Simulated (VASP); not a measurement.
# Hg in VASP: single point with r2SCAN

Aim: the single point of Hg with r2SCAN.

Program: VASP 6.6.1. These are calculated values, not measurements. Logs are shortened: lines on timing, memory, paths and dates and some standing lists are left out, and cuts for length are marked.

### Step 1. The cell of the first run

The typed cell holds 2 atoms: a = 3.437 Å, b = 3.437 Å, c = 5.419 Å, α = 90.00°, β = 90.00°, γ = 60.00°.

### Step 2. Single point, r2SCAN

The input, POSCAR:

```
Hg
1.0
    1.7185730000      2.9766520000      0.0000000000
   -1.7185730000      2.9766520000      0.0000000000
    0.0000000000      0.0000000000      5.4194360000
Hg
2
Direct
    0.3333000000      0.3334000000      0.2500000000
    0.6666000000      0.6667000000      0.7500000000
```

The input, INCAR.step1:

```
SYSTEM = Hg
PREC = Accurate
ENCUT = 520
ISMEAR = -1
SIGMA = 0.1
LREAL = .False.
LASPH = .True.
NELM = 80
NBANDS = 19
GGA = PE
ALGO = Normal
EDIFF = 1E-4
LWAVE = .True.
LCHARG = .False.
```

The input, INCAR.step2:

```
SYSTEM = Hg
PREC = Accurate
ENCUT = 520
EDIFF = 1E-7
ISMEAR = -1
SIGMA = 0.1
LREAL = .False.
LASPH = .True.
NELM = 80
ALGO = Normal
ISIF = 2
LWAVE = .False.
LCHARG = .False.
METAGGA = R2SCAN
LMIXTAU = .True.
NBANDS = 19
ISTART = 1
```

The input, KPOINTS:

```
regular mesh
0
Gamma
  11 11 6
  0 0 0
```

Potentials or basis: VASP PAW PBE potentials, release 64 (Hg).

The run is started by

```
$ cat potpaw_PBE.64/Hg/POTCAR > POTCAR
$ cp INCAR.step1 INCAR
$ mpirun -np 1 vasp_std > vasp.out
$ cp INCAR.step2 INCAR
$ mpirun -np 1 vasp_std > vasp.out
```

OUTCAR:

```text
SYSTEM = Hg
   PREC = Accurate
   ENCUT = 520
   EDIFF = 1E-7
   ISMEAR = -1
   LREAL = .False.
   LASPH = .True.
   NELM = 80
   ISIF = 2
   METAGGA = R2SCAN
   ISTART = 1

 ion  position               nearest neighbor table
   1  0.333  0.333  0.250-   2 3.36   2 3.36   2 3.36   2 3.36   2 3.36   2 3.36
   2  0.667  0.667  0.750-   1 3.36   1 3.36   1 3.36   1 3.36   1 3.36   1 3.36

  LATTYP: Found a hexagonal cell.
 ALAT       =     3.4371427502
 C/A-ratio  =     1.5767270648

  Lattice vectors:

 A1 = (   1.7185730000,  -2.9766520000,   0.0000000000)
 A2 = (   1.7185730000,   2.9766520000,   0.0000000000)
 A3 = (   0.0000000000,   0.0000000000,   5.4194360000)

Analysis of symmetry for initial positions (statically):
=====================================================================
 Subroutine PRICEL returns:
 Original cell was already a primitive cell.

 Routine SETGRP: Setting up the symmetry group for a
 hexagonal supercell.

 Subroutine GETGRP returns: Found  8 space group operations
 (whereof  2 operations were pure point group operations)
 out of a pool of 24 trial point group operations.

The static configuration has the point symmetry C_2 .
 The point group associated with its full space group is D_2h.

Analysis of symmetry for dynamics (positions and initial velocities):
=====================================================================
 Subroutine PRICEL returns:
 Original cell was already a primitive cell.

 Routine SETGRP: Setting up the symmetry group for a
 hexagonal supercell.

 Subroutine GETGRP returns: Found  8 space group operations
 (whereof  2 operations were pure point group operations)
 out of a pool of 24 trial point group operations.

The dynamic configuration has the point symmetry C_2 .
 The point group associated with its full space group is D_2h.

 Subroutine INISYM returns: Found  8 space group operations
 (whereof  2 operations are pure point group operations),
 and found     1 'primitive' translations

----------------------------------------------------------------------------------------

                                     Primitive cell

  volume of cell :      55.4473

  direct lattice vectors                    reciprocal lattice vectors
     1.718573000  2.976652000  0.000000000     0.290939052  0.167973952  0.000000000
    -1.718573000  2.976652000  0.000000000    -0.290939052  0.167973952  0.000000000
     0.000000000  0.000000000  5.419436000     0.000000000  0.000000000  0.184521046

  length of vectors
     3.437142750  3.437142750  5.419436000     0.335947586  0.335947586  0.184521046

  position of ions in fractional coordinates (direct lattice)
     0.333300000  0.333400000  0.250000000
     0.666600000  0.666700000  0.750000000

  ion indices of the primitive-cell ions
   primitive index   ion index
                 1           1
                 2           2

----------------------------------------------------------------------------------------

 KPOINTS: regular mesh

Automatic generation of k-mesh.
 Grid dimensions read from file:
 generate k-points for:   11   11    6

 Generating k-lattice:

  Cartesian coordinates                     Fractional coordinates (reciprocal lattice)
     0.026449005  0.015270359  0.000000000     0.090909091 -0.000000000  0.000000000
    -0.026449005  0.015270359  0.000000000    -0.000000000  0.090909091  0.000000000
     0.000000000  0.000000000  0.030753508     0.000000000  0.000000000  0.166666667

  Length of vectors
     0.030540690  0.030540690  0.030753508

  Shift w.r.t. Gamma in fractional coordinates (k-lattice)
     0.000000000  0.000000000  0.000000000

 Subroutine IBZKPT returns following result:
 ===========================================

 Found    144 irreducible k-points:

 Following reciprocal coordinates:
            Coordinates               Weight
  0.000000  0.000000  0.000000      1.000000
  0.090909 -0.000000  0.000000      4.000000
  0.090909  0.090909  0.000000      2.000000
  0.181818 -0.000000  0.000000      4.000000
  0.181818  0.181818  0.000000      2.000000
  0.272727 -0.000000  0.000000      4.000000
[... 16 lines left out ...]
 -0.454545  0.090909  0.000000      4.000000
  0.454545 -0.454545  0.000000      2.000000
 [... further k-points ...]
   k-points           NKPTS =    144   k-points in BZ     NKDIM =    144   number of bands    NBANDS=     19
   number of dos      NEDOS =    301   number of ions     NIONS =      2
   total plane-waves  NPLWV =  31360
   dimension x,y,z NGX =    28 NGY =   28 NGZ =   40
   dimension x,y,z NGXF=    56 NGYF=   56 NGZF=   80
   ions per type =               2
   NGX,Y,Z   is equivalent  to a cutoff of  13.54, 13.54, 12.27 a.u.
   NGXF,Y,Z  is equivalent  to a cutoff of  27.09, 27.09, 24.54 a.u.
 SYSTEM =  Hg
   PREC   = accura    normal or accurate (medium, high low for compatibility)
   ISTART =      1    job   : 0-new  1-cont  2-samecut
   ICHARG =      0    charge: 1-file 2-atom 10-const
   ISPIN  =      1    spin polarized calculation?
   LNONCOLLINEAR =      F non collinear calculations
   LSORBIT =      F    spin-orbit coupling
   LASPH  =      T    aspherical Exc in radial PAW
   ENCUT  =  520.0 eV  38.22 Ry    6.18 a.u.   6.39  6.39 10.08*2*pi/ulx,y,z
   NELM   =     80;   NELMIN=  2; NELMDL=  0     # of ELM steps
   EDIFF  = 0.1E-06   stopping-criterion for ELM
   LREAL  =      F    real-space projection
   EDIFFG = 0.1E-05   stopping-criterion for IOM
   NSW    =      0    number of steps for IOM
   IBRION =     -1    ionic relax: 0-MD 1-quasi-New 2-CG
   NFREE  =      0    steps in history (QN), initial steepest desc. (CG)
   ISIF   =      2    stress and relaxation
   ISYM   =      2    0-nonsym 1-usesym 2-fastsym
   POTIM  = 0.5000    time-step for ionic-motion
   TEBEG  =    0.0;   TEEND  =   0.0 temperature during run
   PSTRESS=    0.0 pullay stress
   NELECT =      24.0000    total number of electrons
   NUPDOWN=      -1.0000    fix difference up-down
   EMIN   =  10.00;   EMAX   =-10.00  energy-range for DOS
   EFERMI =   0.00;   METHOD = LEGACY
   ISMEAR =    -1;   SIGMA  =   0.10  broadening in eV -4-tet -1-fermi 0-gaus
   EFERMI_NEDOS =   21; number of points for ismear=-14 and -15
   IALGO  =     38    algorithm
   IMIX   =      4    mixing-type and parameters
     AMIX     =   0.40;   BMIX     =  1.00
     AMIX_MAG =   1.60;   BMIX_MAG =  1.00
  volume/ion in A,a.u.               =      27.72       187.09
  Fermi-wavevector in a.u.,A,eV,Ry     =   1.238374  2.340188 20.865493  1.533570
  Thomas-Fermi vector in A             =   2.372902
   LORBIT       =      0    0 simple, 1 ext, 2 COOP (PROOUT), +10 PAW based schemes
   METAGGA = R2SCAN    functional components
   LHFCALC =     F    Hartree Fock is set to
   AEXX    =    0.0000 exact exchange contribution
   IVDW    =     0    specifies the selected vdW correction
   LEPSILON=     F    determine dielectric tensor
   LRPA    =     F    only Hartree local field effects (RPA)
 non-spin polarized calculation
  energy-cutoff  :      520.00
  volume of cell :       55.45
 maximum number of plane-waves:      1518
 NGX is ok and might be reduce to    28
   NGX = 13   NGY = 13   NGZ = 21

 number of electron      24.0000000 magnetization

 Free energy of the ion-electron system (eV)
  ---------------------------------------------------
  ext. energy  EPLUGINS =         0.00000000
  ---------------------------------------------------
  free energy    TOTEN  =       -98.72481222 eV

  energy without entropy =      -98.71711863  energy(sigma->0) =      -98.72096543

 E-fermi :   1.1388     XC(G=0): -10.4996

 val. band max:        1.0831168351   @ k =   0.0909   0.0909   0.0000
 cond. band min:       1.3874220864   @ k =   0.4545  -0.0000   0.3333
 fundamental gap:      0.3043052512
 Fermi energy:         1.1388329501

 k-point     1 :       0.0000    0.0000    0.0000
  band No.  band energies     occupation
      1      -6.5388      2.00000
      2      -6.0443      2.00000
      3      -5.3787      2.00000
      4      -5.3787      2.00000
      5      -5.3700      2.00000
      6      -5.2724      2.00000
[... 11 lines left out ...]
     18      14.8983      0.00000
     19      15.6244      0.00000

 k-point     2 :       0.0909   -0.0000    0.0000
  band No.  band energies     occupation
      1      -6.3816      2.00000
      2      -5.9795      2.00000
      3      -5.4525      2.00000
      4      -5.3231      2.00000
      5      -5.2939      2.00000
      6      -5.2686      2.00000
[... 11 lines left out ...]
     18      15.5582      0.00000
     19      16.2296      0.00000

 k-point     3 :       0.0909    0.0909    0.0000
  band No.  band energies     occupation
      1      -6.3816      2.00000
      2      -5.9795      2.00000
      3      -5.4525      2.00000
      4      -5.3230      2.00000
      5      -5.2940      2.00000
      6      -5.2685      2.00000
[... 11 lines left out ...]
     18      15.5584      0.00000
     19      16.2369      0.00000

 k-point     4 :       0.1818   -0.0000    0.0000
  band No.  band energies     occupation
      1      -5.9991      2.00000
      2      -5.8619      2.00000
      3      -5.4638      2.00000
      4      -5.3527      2.00000
      5      -5.2962      2.00000
      6      -5.2875      2.00000
[... 11 lines left out ...]
     18      14.3516      0.00000
     19      15.3580      0.00000

 k-point     5 :       0.1818    0.1818    0.0000
  band No.  band energies     occupation
      1      -5.9990      2.00000
      2      -5.8619      2.00000
      3      -5.4639      2.00000
      4      -5.3528      2.00000
      5      -5.2961      2.00000
      6      -5.2876      2.00000
[... 11 lines left out ...]
     18      14.3514      0.00000
     19      15.3579      0.00000
[... 334 lines left out ...]
      2      -5.7886      2.00000
      3      -5.7618      2.00000
      4      -5.4673      2.00000
      5      -5.1381      2.00000
      6      -5.1339      2.00000
[... 11 lines left out ...]
     18      12.1701      0.00000
     19      13.5634      0.00000

 k-point    22 :      -0.0909    0.3636    0.0000
  band No.  band energies     occupation
      1      -5.9475      2.00000
      2      -5.7886      2.00000
      3      -5.7619      2.00000
      4      -5.4673      2.00000
      5      -5.1382      2.00000
      6      -5.1338      2.00000
[... 11 lines left out ...]
     18      12.1701      0.00000
     19      13.5633      0.00000

 k-point    23 :      -0.4545    0.0909    0.0000
  band No.  band energies     occupation
      1      -5.9787      2.00000
      2      -5.8395      2.00000
      3      -5.7799      2.00000
      4      -5.4817      2.00000
      5      -5.1581      2.00000
      6      -5.1021      2.00000
[... 11 lines left out ...]
     18      11.9494      0.00000
     19      13.4058      0.00000

 k-point    24 :       0.4545   -0.4545    0.0000
  band No.  band energies     occupation
      1      -5.9787      2.00000
      2      -5.8395      2.00000
      3      -5.7797      2.00000
      4      -5.4816      2.00000
      5      -5.1582      2.00000
      6      -5.1020      2.00000
[... 11 lines left out ...]
     18      11.9494      0.00000
     19      13.4059      0.00000

 [... further k-points ...]

------------------------ aborting loop because EDIFF is reached ----------------------------------------

  FORCE on cell =-STRESS in cart. coord.  units (eV):
  Direction    XX          YY          ZZ          XY          YZ          ZX
  --------------------------------------------------------------------------------------
  -------------------------------------------------------------------------------------
  Total        0.0687491      0.0689358      0.1340160     -0.0000000      0.0000000      0.0000000
  in kB        1.9865410      1.9919367      3.8724606     -0.0000000      0.0000000      0.0000000
  external PRESSURE =       2.6169794 kB  Pullay stress =       0.0000000 kB

 VOLUME and BASIS-vectors are now :
 -----------------------------------------------------------------------------
  energy-cutoff  :      520.00
  volume of cell :       55.45
      direct lattice vectors                 reciprocal lattice vectors
     1.718573000  2.976652000  0.000000000     0.290939052  0.167973952  0.000000000
    -1.718573000  2.976652000  0.000000000    -0.290939052  0.167973952  0.000000000
     0.000000000  0.000000000  5.419436000     0.000000000  0.000000000  0.184521046

 POSITION                                       TOTAL-FORCE (eV/Angst)
 -----------------------------------------------------------------------------------
     -0.00017      1.98453      1.35486         0.000000     -0.000025      0.000000
     -0.00017      3.96877      4.06458         0.000000      0.000025      0.000000
 -----------------------------------------------------------------------------------
    total drift:                                0.000000      0.000000     -0.000000

  FREE ENERGIE OF THE ION-ELECTRON SYSTEM (eV)
  ---------------------------------------------------
  free  energy   TOTEN  =       -98.7248122236 eV

  energy  without entropy=      -98.7171186341  energy(sigma->0) =      -98.72096543
```

Run time: 6.3 min. Hardware: 1 thread of Intel Xeon Platinum 8259CL at 2.50GHz (Skylake/Cascade Lake), shared host; peak memory 0.27 GiB.

Results:

* Free energy: -98.7248 eV
* Pressure: 0.3 GPa
* Band gap on the k mesh: zero (bands 12 and 13 overlap by 0.24 eV)

Caveat: the PAW data sets were made with another functional, which shifts forces and pressure a little; spin-orbit coupling is left out, which moves the levels of the heavy elements.

The gap in the log of VASP goes by the Fermi energy; the results here count the filled bands.